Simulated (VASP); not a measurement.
# Ti (P6_3/mmc) in VASP: relaxation of cell and atoms with PBEsol

Aim: the relaxation of cell and atoms of Ti with PBEsol.

All numbers are computed with VASP 6.6.1; they aren't measurements. Logs are shortened: lines on timing, memory, paths and dates and some standing lists are left out, and cuts for length are marked.

### Step 1. The cell of the first run

It takes space group P6_3/mmc (No. 194, hexagonal). The conventional cell has a = 2.950 Å, b = 2.950 Å, c = 4.680 Å, α = 90.00°, β = 90.00°, γ = 120.00°. Ti (site symmetry -6m2) has 12 Ti at 2.89 to 2.95 Å within 3.8 Å.

### Step 2. Relaxation of cell and atoms, PBEsol

INCAR reads:

```
PREC = Accurate ; ENCUT = 600
EDIFF = 1E-7 ; ISMEAR = 0
SIGMA = 0.1 ; LREAL = False
LASPH = True ; NELM = 80
ALGO = Fast ; ISIF = 3
LWAVE = False ; LCHARG = False
GGA = PS ; IBRION = 2
NSW = 100 ; EDIFFG = -0.005
```

KPOINTS reads:

```
regular mesh
0
Gamma
  18 18 10
```

POSCAR reads:

```
Ti
1.0
    2.9500000000      0.0000000000      0.0000000000
   -1.4750000000      2.5547749412      0.0000000000
    0.0000000000      0.0000000000      4.6800000000
Ti
2
Direct
    0.3333333333      0.6666666667      0.2500000000
    0.6666666667      0.3333333333      0.7500000000
```

Potentials or basis: VASP PAW PBE potentials, release 64 (Ti_sv).

The run is started by

```sh
cat potpaw_PBE.64/Ti_sv/POTCAR > POTCAR
mpirun -np 1 vasp_std > vasp.out
```

OUTCAR:

```text
PREC = Accurate
   ENCUT = 600
   EDIFF = 1E-7
   ISMEAR = 0
   LREAL = False
   LASPH = True
   NELM = 80
   ISIF = 3
   GGA = PS
   IBRION = 2
   NSW = 100
   EDIFFG = -0.005

 ion  position               nearest neighbor table
   1  0.333  0.667  0.250-   2 2.89   2 2.89   2 2.89   2 2.89   2 2.89   2 2.89
   2  0.667  0.333  0.750-   1 2.89   1 2.89   1 2.89   1 2.89   1 2.89   1 2.89

  LATTYP: Found a hexagonal cell.
 ALAT       =     2.9500000000
 C/A-ratio  =     1.5864406780

  Lattice vectors:

 A1 = (   2.9500000000,   0.0000000000,   0.0000000000)
 A2 = (  -1.4750000000,   2.5547749412,   0.0000000000)
 A3 = (   0.0000000000,   0.0000000000,   4.6800000000)

Analysis of symmetry for initial positions (statically):
=====================================================================
 Subroutine PRICEL returns:
 Original cell was already a primitive cell.

 Routine SETGRP: Setting up the symmetry group for a
 hexagonal supercell.

 Subroutine GETGRP returns: Found 24 space group operations
 (whereof 12 operations were pure point group operations)
 out of a pool of 24 trial point group operations.

The static configuration has the point symmetry D_3d.
 The point group associated with its full space group is D_6h.

Analysis of symmetry for dynamics (positions and initial velocities):
=====================================================================
 Subroutine PRICEL returns:
 Original cell was already a primitive cell.

 Routine SETGRP: Setting up the symmetry group for a
 hexagonal supercell.

 Subroutine GETGRP returns: Found 24 space group operations
 (whereof 12 operations were pure point group operations)
 out of a pool of 24 trial point group operations.

The dynamic configuration has the point symmetry D_3d.
 The point group associated with its full space group is D_6h.

 Subroutine INISYM returns: Found 24 space group operations
 (whereof 12 operations are pure point group operations),
 and found     1 'primitive' translations

----------------------------------------------------------------------------------------

                                     Primitive cell

  volume of cell :      35.2712

  direct lattice vectors                    reciprocal lattice vectors
     2.950000000  0.000000000  0.000000000     0.338983051  0.195711956  0.000000000
    -1.475000000  2.554774941  0.000000000     0.000000000  0.391423911  0.000000000
     0.000000000  0.000000000  4.680000000     0.000000000  0.000000000  0.213675214

  length of vectors
     2.950000000  2.950000000  4.680000000     0.391423911  0.391423911  0.213675214

  position of ions in fractional coordinates (direct lattice)
     0.333333333  0.666666667  0.250000000
     0.666666667  0.333333333  0.750000000

  ion indices of the primitive-cell ions
   primitive index   ion index
                 1           1
                 2           2

----------------------------------------------------------------------------------------

 KPOINTS: regular mesh

Automatic generation of k-mesh.
 Grid dimensions read from file:
 generate k-points for:   18   18   10

 Generating k-lattice:

  Cartesian coordinates                     Fractional coordinates (reciprocal lattice)
     0.018832392  0.010872886  0.000000000     0.055555556 -0.000000000  0.000000000
     0.000000000  0.021745773  0.000000000     0.000000000  0.055555556  0.000000000
     0.000000000  0.000000000  0.021367521     0.000000000  0.000000000  0.100000000

  Length of vectors
     0.021745773  0.021745773  0.021367521

  Shift w.r.t. Gamma in fractional coordinates (k-lattice)
     0.000000000  0.000000000  0.000000000

 Subroutine IBZKPT returns following result:
 ===========================================

 Found    222 irreducible k-points:

 Following reciprocal coordinates:
            Coordinates               Weight
  0.000000  0.000000  0.000000      1.000000
  0.055556  0.000000  0.000000      6.000000
  0.111111  0.000000  0.000000      6.000000
  0.166667  0.000000  0.000000      6.000000
  0.222222  0.000000  0.000000      6.000000
  0.277778  0.000000  0.000000      6.000000
[... 16 lines left out ...]
  0.333333  0.111111  0.000000     12.000000
  0.388889  0.111111  0.000000     12.000000
 [... further k-points ...]
   k-points           NKPTS =    222   k-points in BZ     NKDIM =    222   number of bands    NBANDS=     16
   number of dos      NEDOS =    301   number of ions     NIONS =      2
   total plane-waves  NPLWV =  23040
   dimension x,y,z NGX =    24 NGY =   24 NGZ =   40
   dimension x,y,z NGXF=    48 NGYF=   48 NGZF=   80
   ions per type =               2
   NGX,Y,Z   is equivalent  to a cutoff of  13.53, 13.53, 14.21 a.u.
   NGXF,Y,Z  is equivalent  to a cutoff of  27.05, 27.05, 28.42 a.u.
 SYSTEM =  unknown system
   PREC   = accura    normal or accurate (medium, high low for compatibility)
   ISTART =      0    job   : 0-new  1-cont  2-samecut
   ICHARG =      2    charge: 1-file 2-atom 10-const
   ISPIN  =      1    spin polarized calculation?
   LNONCOLLINEAR =      F non collinear calculations
   LSORBIT =      F    spin-orbit coupling
   LASPH  =      T    aspherical Exc in radial PAW
   ENCUT  =  600.0 eV  44.10 Ry    6.64 a.u.   5.89  5.89  9.35*2*pi/ulx,y,z
   NELM   =     80;   NELMIN=  2; NELMDL= -5     # of ELM steps
   EDIFF  = 0.1E-06   stopping-criterion for ELM
   LREAL  =      F    real-space projection
   EDIFFG = -.5E-02   stopping-criterion for IOM
   NSW    =    100    number of steps for IOM
   IBRION =      2    ionic relax: 0-MD 1-quasi-New 2-CG
   NFREE  =      1    steps in history (QN), initial steepest desc. (CG)
   ISIF   =      3    stress and relaxation
   ISYM   =      2    0-nonsym 1-usesym 2-fastsym
   POTIM  = 0.5000    time-step for ionic-motion
   TEBEG  =    0.0;   TEEND  =   0.0 temperature during run
   PSTRESS=    0.0 pullay stress
   NELECT =      24.0000    total number of electrons
   NUPDOWN=      -1.0000    fix difference up-down
   EMIN   =  10.00;   EMAX   =-10.00  energy-range for DOS
   EFERMI =   0.00;   METHOD = LEGACY
   ISMEAR =     0;   SIGMA  =   0.10  broadening in eV -4-tet -1-fermi 0-gaus
   EFERMI_NEDOS =   21; number of points for ismear=-14 and -15
   IALGO  =     68    algorithm
   IMIX   =      4    mixing-type and parameters
     AMIX     =   0.40;   BMIX     =  1.00
     AMIX_MAG =   1.60;   BMIX_MAG =  1.00
  volume/ion in A,a.u.               =      17.64       119.01
  Fermi-wavevector in a.u.,A,eV,Ry     =   1.439920  2.721055 28.209912  2.073370
  Thomas-Fermi vector in A             =   2.558722
   LORBIT       =      0    0 simple, 1 ext, 2 COOP (PROOUT), +10 PAW based schemes
   GGA     = PS    functional components
   LHFCALC =     F    Hartree Fock is set to
   AEXX    =    0.0000 exact exchange contribution
   IVDW    =     0    specifies the selected vdW correction
   LEPSILON=     F    determine dielectric tensor
   LRPA    =     F    only Hartree local field effects (RPA)
 conjugate gradient relaxation of ions
 non-spin polarized calculation
 RMM-DIIS sequential band-by-band and
 Gauss-broadening in eV      SIGMA  =   0.10
  energy-cutoff  :      600.00
  volume of cell :       35.27
 maximum number of plane-waves:      1194
 NGX is ok and might be reduce to    24
   NGX = 11   NGY = 11   NGZ = 19

--------------------------------------- Ionic step        1  -------------------------------------------

 number of electron      23.9999997 magnetization

 Free energy of the ion-electron system (eV)
  ---------------------------------------------------
  ext. energy  EPLUGINS =         0.00000000
  ---------------------------------------------------
  free energy    TOTEN  =       -16.64727845 eV

  energy without entropy =      -16.63753779  energy(sigma->0) =      -16.64240812

------------------------ aborting loop because EDIFF is reached ----------------------------------------

  FORCE on cell =-STRESS in cart. coord.  units (eV):
  Direction    XX          YY          ZZ          XY          YZ          ZX
  --------------------------------------------------------------------------------------
  -------------------------------------------------------------------------------------
  Total       -1.2737500     -1.2737500     -1.3741068     -0.0000000     -0.0000000      0.0000000
  in kB      -57.8594438    -57.8594438    -62.4181015     -0.0000000     -0.0000000      0.0000000
  external PRESSURE =     -59.3789964 kB  Pullay stress =       0.0000000 kB
[... 21 lines left out ...]
  energy  without entropy=      -16.6375377865  energy(sigma->0) =      -16.64240812

--------------------------------------- Ionic step        2  -------------------------------------------

 number of electron      24.0000009 magnetization

------------------------ aborting loop EDIFF was not reached (unconverged)  ----------------------------

  FORCE on cell =-STRESS in cart. coord.  units (eV):
  Direction    XX          YY          ZZ          XY          YZ          ZX
  --------------------------------------------------------------------------------------
  -------------------------------------------------------------------------------------
  Total        1.0207455      1.0207455      1.0575032      0.0000000     -0.0000000      0.0000000
  in kB       51.0448441     51.0448441     52.8829995      0.0000000     -0.0000000      0.0000000
  external PRESSURE =      51.6575626 kB  Pullay stress =       0.0000000 kB

 VOLUME and BASIS-vectors are now :
 -----------------------------------------------------------------------------
  energy-cutoff  :      600.00
  volume of cell :       32.04
      direct lattice vectors                 reciprocal lattice vectors
     2.859362608  0.000000000  0.000000000     0.349728292  0.201915723  0.000000000
    -1.429681304  2.476280657  0.000000000     0.000000000  0.403831447  0.000000000
     0.000000000 -0.000000000  4.524880092     0.000000000 -0.000000000  0.221000331
[... 44 lines left out ...]
  FREE ENERGIE OF THE ION-ELECTRON SYSTEM (eV)
  ---------------------------------------------------
  free  energy   TOTEN  =       -16.6845258701 eV

  energy  without entropy=      -16.6753642965  energy(sigma->0) =      -16.67994508

[... ionic steps 4 to 10 ...]

--------------------------------------- Ionic step       11  -------------------------------------------

 number of electron      23.9999997 magnetization

------------------------ aborting loop because EDIFF is reached ----------------------------------------

  FORCE on cell =-STRESS in cart. coord.  units (eV):
  Direction    XX          YY          ZZ          XY          YZ          ZX
  --------------------------------------------------------------------------------------
  -------------------------------------------------------------------------------------
  Total       -0.0158601     -0.0158601     -0.0048501     -0.0000000     -0.0000000      0.0000000
  in kB       -0.7612343     -0.7612343     -0.2327920     -0.0000000     -0.0000000      0.0000000
  external PRESSURE =      -0.5850869 kB  Pullay stress =       0.0000000 kB
[... 57 lines left out ...]
  energy  without entropy=      -16.6753479557  energy(sigma->0) =      -16.67993896

--------------------------------------- Ionic step       13  -------------------------------------------

 number of electron      23.9999998 magnetization

 Free energy of the ion-electron system (eV)
  ---------------------------------------------------
  ext. energy  EPLUGINS =         0.00000000
  ---------------------------------------------------
  free energy    TOTEN  =       -16.68453017 eV

  energy without entropy =      -16.67535765  energy(sigma->0) =      -16.67994391

 E-fermi :   8.6540     XC(G=0): -11.8321

 val. band max:        8.6429888741   @ k =   0.0000   0.0000   0.4000
 cond. band min:       8.6612822761   @ k =   0.2778   0.2778   0.4000
 fundamental gap:      0.0182934021
 Fermi energy:         8.6540085288

 k-point     1 :       0.0000    0.0000    0.0000
  band No.  band energies     occupation
      1     -47.9165      2.00000
      2     -47.7513      2.00000
      3     -24.6599      2.00000
      4     -23.9205      2.00000
      5     -23.9205      2.00000
      6     -23.8390      2.00000
[... 8 lines left out ...]
     15       9.9716      0.00000
     16       9.9716      0.00000
[... 420 lines left out ...]
  band No.  band energies     occupation
      1     -47.7752      2.00000
      2     -47.7211      2.00000
      3     -24.4344      2.00000
      4     -24.3060      2.00000
      5     -24.2968      2.00000
      6     -24.1123      2.00000
[... 8 lines left out ...]
     15       9.8731      0.00000
     16      11.9307      0.00000

 [... further k-points ...]

------------------------ aborting loop because EDIFF is reached ----------------------------------------

  FORCE on cell =-STRESS in cart. coord.  units (eV):
  Direction    XX          YY          ZZ          XY          YZ          ZX
  --------------------------------------------------------------------------------------
  -------------------------------------------------------------------------------------
  Total       -0.0021837     -0.0021837     -0.0011017      0.0000000      0.0000000      0.0000000
  in kB       -0.1049209     -0.1049209     -0.0529330      0.0000000      0.0000000      0.0000000
  external PRESSURE =      -0.0875916 kB  Pullay stress =       0.0000000 kB
[... 17 lines left out ...]
  FREE ENERGIE OF THE ION-ELECTRON SYSTEM (eV)
  ---------------------------------------------------
  free  energy   TOTEN  =       -16.6845301733 eV

  energy  without entropy=      -16.6753576467  energy(sigma->0) =      -16.67994391

 reached required accuracy - stopping structural energy minimisation
```

Run time: 69 min. Hardware: 1 thread of Intel Xeon 8259CL, shared host; peak memory 0.3 GiB.

What came out:

| Item | Value |
| --- | --- |
| Free energy | -16.6845 eV |
| Relaxed volume | 16.67 Å³/atom |
| Relaxed cell | a = 2.898 Å, b = 2.898 Å, c = 4.586 Å, α = 90.00°, β = 90.00°, γ = 120.00° |
| Space group after relaxing (to 0.1 Å) | P6_3/mmc (No. 194) |
| Energy gained by relaxing | 18.6 meV/atom |
| Ionic steps | 13 |
| Pressure after relaxing | 0.0 GPa |
| Band gap on the k mesh | zero (bands 12 and 13 overlap by 1.11 eV) |

The path:
```tsv
step	energy change (eV)	largest force (eV/Å)	pressure (GPa)	volume (Å³)
1	0.0000	0.0000	-5.94	35.27
2	-0.0165	0.0000	5.17	32.04
3	-0.0372	0.0000	0.00	33.37
4	-0.0372	0.0000	0.04	33.33
5	-0.0373	0.0000	0.15	33.35
6	-0.0373	0.0000	0.22	33.38
7	-0.0372	0.0000	-0.17	33.44
8	-0.0372	0.0000	-0.17	33.40
9	-0.0372	0.0000	-0.16	33.39
10	-0.0372	0.0000	-0.09	33.38
11	-0.0373	0.0000	-0.06	33.38
12	-0.0373	0.0000	-0.05	33.38
13	-0.0373	0.0000	-0.01	33.35
```

Final structure:
```yaml
crystal:
  lattice:
    - [2.89770, 0.00000, 0.00000]
    - [-1.44885, 2.50948, 0.00000]
    - [0.00000, 0.00000, 4.58567]
  atoms:
    - { symbol: Ti, position: [0.33333, 0.66667, 0.25000] }
    - { symbol: Ti, position: [0.66667, 0.33333, 0.75000] }
```

Caveat: the PAW data sets were made with another functional, which shifts forces and pressure a little.
